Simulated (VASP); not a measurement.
# W (Im-3m) in VASP: notebook, part 2 of 2

VASP 6.6.1.

## 3. Single point, PBE

Input file INCAR:

```
SYSTEM = W
ALGO = Normal ; EDIFF = 1E-7
ENCUT = 520 ; GGA = PE
ISIF = 2 ; ISMEAR = -1
LASPH = .TRUE. ; LCHARG = .TRUE.
LELF = .TRUE. ; LREAL = .FALSE.
LVHAR = .TRUE. ; LWAVE = .FALSE.
NBANDS = 13 ; NELM = 100
PREC = Accurate ; SIGMA = 0.05
```

Input file KPOINTS:

```
k-points
0
G
  18 18 18
  0 0 0
```

Input file POSCAR:

```
W
1.0
   -1.5919549736      1.5919549736      1.5919549736
    1.5919549736     -1.5919549736      1.5919549736
    1.5919549736      1.5919549736     -1.5919549736
W
1
Direct
    0.0000000000      0.0000000000      0.0000000000
```

Potentials or basis: VASP PAW PBE potentials, release 64 (W_sv).

Started as:

```
> cat potpaw_PBE.64/W_sv/POTCAR > POTCAR
> mpirun -np 1 vasp_std > vasp.out
```

OUTCAR:

```text
SYSTEM = W
   EDIFF = 1E-7
   ENCUT = 520
   GGA = PE
   ISIF = 2
   ISMEAR = -1
   LASPH = .TRUE.
   LREAL = .FALSE.
   NELM = 100
   PREC = Accurate

 ion  position               nearest neighbor table
   1  0.000  0.000  0.000-

  LATTYP: Found a body centered cubic cell.
 ALAT       =     3.1839099472

  Lattice vectors:

 A1 = (  -1.5919549736,   1.5919549736,   1.5919549736)
 A2 = (   1.5919549736,  -1.5919549736,   1.5919549736)
 A3 = (   1.5919549736,   1.5919549736,  -1.5919549736)

Analysis of symmetry for initial positions (statically):
=====================================================================
 Subroutine PRICEL returns:
 Original cell was already a primitive cell.

 Routine SETGRP: Setting up the symmetry group for a
 body centered cubic supercell.

 Subroutine GETGRP returns: Found 48 space group operations
 (whereof 48 operations were pure point group operations)
 out of a pool of 48 trial point group operations.

The static configuration has the point symmetry O_h .

Analysis of symmetry for dynamics (positions and initial velocities):
=====================================================================
 Subroutine PRICEL returns:
 Original cell was already a primitive cell.

 Routine SETGRP: Setting up the symmetry group for a
 body centered cubic supercell.

 Subroutine GETGRP returns: Found 48 space group operations
 (whereof 48 operations were pure point group operations)
 out of a pool of 48 trial point group operations.

The dynamic configuration has the point symmetry O_h .

 Subroutine INISYM returns: Found 48 space group operations
 (whereof 48 operations are pure point group operations),
 and found     1 'primitive' translations

----------------------------------------------------------------------------------------

                                     Primitive cell

  volume of cell :      16.1381

  direct lattice vectors                    reciprocal lattice vectors
    -1.591954974  1.591954974  1.591954974     0.000000000  0.314079235  0.314079235
     1.591954974 -1.591954974  1.591954974     0.314079235  0.000000000  0.314079235
     1.591954974  1.591954974 -1.591954974     0.314079235  0.314079235  0.000000000

  length of vectors
     2.757346898  2.757346898  2.757346898     0.444175114  0.444175114  0.444175114

  position of ions in fractional coordinates (direct lattice)
     0.000000000  0.000000000  0.000000000

  ion indices of the primitive-cell ions
   primitive index   ion index
                 1           1

----------------------------------------------------------------------------------------

 KPOINTS: k-points

Automatic generation of k-mesh.
 Grid dimensions read from file:
 generate k-points for:   18   18   18

 Generating k-lattice:

  Cartesian coordinates                     Fractional coordinates (reciprocal lattice)
     0.000000000  0.017448846  0.017448846     0.055555556  0.000000000  0.000000000
     0.017448846  0.000000000  0.017448846     0.000000000  0.055555556  0.000000000
     0.017448846  0.017448846  0.000000000     0.000000000  0.000000000  0.055555556

  Length of vectors
     0.024676395  0.024676395  0.024676395

  Shift w.r.t. Gamma in fractional coordinates (k-lattice)
     0.000000000  0.000000000  0.000000000

 Subroutine IBZKPT returns following result:
 ===========================================

 Found    195 irreducible k-points:

 Following reciprocal coordinates:
            Coordinates               Weight
  0.000000  0.000000  0.000000      1.000000
  0.055556  0.000000  0.000000     12.000000
  0.111111  0.000000  0.000000     12.000000
  0.166667  0.000000  0.000000     12.000000
  0.222222  0.000000  0.000000     12.000000
  0.277778  0.000000  0.000000     12.000000
[... 16 lines left out ...]
  0.333333  0.111111 -0.000000     48.000000
  0.388889  0.111111  0.000000     48.000000
 [... further k-points ...]
   k-points           NKPTS =    195   k-points in BZ     NKDIM =    195   number of bands    NBANDS=     13
   number of dos      NEDOS =    301   number of ions     NIONS =      1
   total plane-waves  NPLWV =  13824
   dimension x,y,z NGX =    24 NGY =   24 NGZ =   24
   dimension x,y,z NGXF=    48 NGYF=   48 NGZF=   48
   ions per type =               1
   NGX,Y,Z   is equivalent  to a cutoff of  14.47, 14.47, 14.47 a.u.
   NGXF,Y,Z  is equivalent  to a cutoff of  28.94, 28.94, 28.94 a.u.
 SYSTEM =  W
   PREC   = accura    normal or accurate (medium, high low for compatibility)
   ISTART =      0    job   : 0-new  1-cont  2-samecut
   ICHARG =      2    charge: 1-file 2-atom 10-const
   ISPIN  =      1    spin polarized calculation?
   LNONCOLLINEAR =      F non collinear calculations
   LSORBIT =      F    spin-orbit coupling
   LASPH  =      T    aspherical Exc in radial PAW
   ENCUT  =  520.0 eV  38.22 Ry    6.18 a.u.   5.13  5.13  5.13*2*pi/ulx,y,z
   NELM   =    100;   NELMIN=  2; NELMDL= -5     # of ELM steps
   EDIFF  = 0.1E-06   stopping-criterion for ELM
   LREAL  =      F    real-space projection
   EDIFFG = 0.1E-05   stopping-criterion for IOM
   NSW    =      0    number of steps for IOM
   IBRION =     -1    ionic relax: 0-MD 1-quasi-New 2-CG
   NFREE  =      0    steps in history (QN), initial steepest desc. (CG)
   ISIF   =      2    stress and relaxation
   ISYM   =      2    0-nonsym 1-usesym 2-fastsym
   POTIM  = 0.5000    time-step for ionic-motion
   TEBEG  =    0.0;   TEEND  =   0.0 temperature during run
   PSTRESS=    0.0 pullay stress
   NELECT =      14.0000    total number of electrons
   NUPDOWN=      -1.0000    fix difference up-down
   EMIN   =  10.00;   EMAX   =-10.00  energy-range for DOS
   EFERMI =   0.00;   METHOD = LEGACY
   ISMEAR =    -1;   SIGMA  =   0.05  broadening in eV -4-tet -1-fermi 0-gaus
   EFERMI_NEDOS =   21; number of points for ismear=-14 and -15
   IALGO  =     38    algorithm
   IMIX   =      4    mixing-type and parameters
     AMIX     =   0.40;   BMIX     =  1.00
     AMIX_MAG =   1.60;   BMIX_MAG =  1.00
  volume/ion in A,a.u.               =      16.14       108.91
  Fermi-wavevector in a.u.,A,eV,Ry     =   1.561349  2.950522 33.168440  2.437812
  Thomas-Fermi vector in A             =   2.664428
   LORBIT       =      0    0 simple, 1 ext, 2 COOP (PROOUT), +10 PAW based schemes
   GGA     = PE    functional components
   LHFCALC =     F    Hartree Fock is set to
   AEXX    =    0.0000 exact exchange contribution
   IVDW    =     0    specifies the selected vdW correction
   LEPSILON=     F    determine dielectric tensor
   LRPA    =     F    only Hartree local field effects (RPA)
 non-spin polarized calculation
  energy-cutoff  :      520.00
  volume of cell :       16.14
 maximum number of plane-waves:       466
 NGX is ok and might be reduce to    24
   NGX = 11   NGY = 11   NGZ = 11

 number of electron      14.0000002 magnetization

 Free energy of the ion-electron system (eV)
  ---------------------------------------------------
  ext. energy  EPLUGINS =         0.00000000
  ---------------------------------------------------
  free energy    TOTEN  =       -12.95220165 eV

  energy without entropy =      -12.94685204  energy(sigma->0) =      -12.94952684

 E-fermi :  11.1846     XC(G=0): -13.5390

 val. band max:       11.1804259362   @ k =  -0.2778   0.3333   0.2222
 cond. band min:      11.1967694280   @ k =   0.5000   0.5000   0.2222
 fundamental gap:      0.0163434919
 Fermi energy:        11.1846150607

 k-point     1 :       0.0000    0.0000    0.0000
  band No.  band energies     occupation
      1     -63.0167      2.00000
      2     -26.6048      2.00000
      3     -26.6048      2.00000
      4     -26.6048      2.00000
      5       1.6481      2.00000
      6       9.9889      2.00000
      7       9.9889      2.00000
      8       9.9889      2.00000
      9      13.4071      0.00000
     10      13.4071      0.00000
     11      25.6617      0.00000
     12      25.6617      0.00000
     13      25.6617      0.00000
[... 353 lines left out ...]
 k-point    24 :       0.3889    0.1111    0.0000
  band No.  band energies     occupation
      1     -62.8928      2.00000
      2     -27.7436      2.00000
      3     -27.0333      2.00000
      4     -26.6647      2.00000
      5       5.4533      2.00000
      6       7.8525      2.00000
      7      10.5721      1.99999
      8      13.1730      0.00000
      9      14.4668      0.00000
     10      17.4589      0.00000
     11      21.8572      0.00000
     12      23.6611      0.00000
     13      27.7401      0.00000

 [... further k-points ...]

------------------------ aborting loop because EDIFF is reached ----------------------------------------

  FORCE on cell =-STRESS in cart. coord.  units (eV):
  Direction    XX          YY          ZZ          XY          YZ          ZX
  --------------------------------------------------------------------------------------
  -------------------------------------------------------------------------------------
  Total        0.0417241      0.0417241      0.0417241      0.0000000     -0.0000000      0.0000000
  in kB        4.1423391      4.1423391      4.1423391      0.0000000     -0.0000000      0.0000000
  external PRESSURE =       4.1423391 kB  Pullay stress =       0.0000000 kB

 VOLUME and BASIS-vectors are now :
 -----------------------------------------------------------------------------
  energy-cutoff  :      520.00
  volume of cell :       16.14
      direct lattice vectors                 reciprocal lattice vectors
    -1.591954974  1.591954974  1.591954974     0.000000000  0.314079235  0.314079235
     1.591954974 -1.591954974  1.591954974     0.314079235  0.000000000  0.314079235
     1.591954974  1.591954974 -1.591954974     0.314079235  0.314079235  0.000000000

 POSITION                                       TOTAL-FORCE (eV/Angst)
 -----------------------------------------------------------------------------------
      0.00000      0.00000      0.00000         0.000000     -0.000000      0.000000
 -----------------------------------------------------------------------------------
    total drift:                                0.000000      0.000000     -0.000000

  FREE ENERGIE OF THE ION-ELECTRON SYSTEM (eV)
  ---------------------------------------------------
  free  energy   TOTEN  =       -12.9522016458 eV

  energy  without entropy=      -12.9468520376  energy(sigma->0) =      -12.94952684
```

stdout:

```text
POSCAR found type information on POSCAR W
 POSCAR found :  1 types and       1 ions
 scaLAPACK will be used
 LDA part: xc-table for (Slater+PW92), standard interpolation
 POSCAR, INCAR and KPOINTS ok, starting setup
 FFT: planning ... GRIDC
 FFT: planning ... GRID_SOFT
 FFT: planning ... GRID
 WAVECAR not read
 entering main loop
```

Wall time 52 s (1 thread of Intel Xeon 8259CL, shared host); peak memory 0.17 GiB.

Results:

| Quantity | Value |
| --- | --- |
| Free energy | -12.9522 eV |
| Pressure | 0.4 GPa |
| Band gap on the k mesh | zero (bands 7 and 8 overlap by 6.24 eV) |

Caveat: spin-orbit coupling is left out, which moves the levels of the heavy elements.
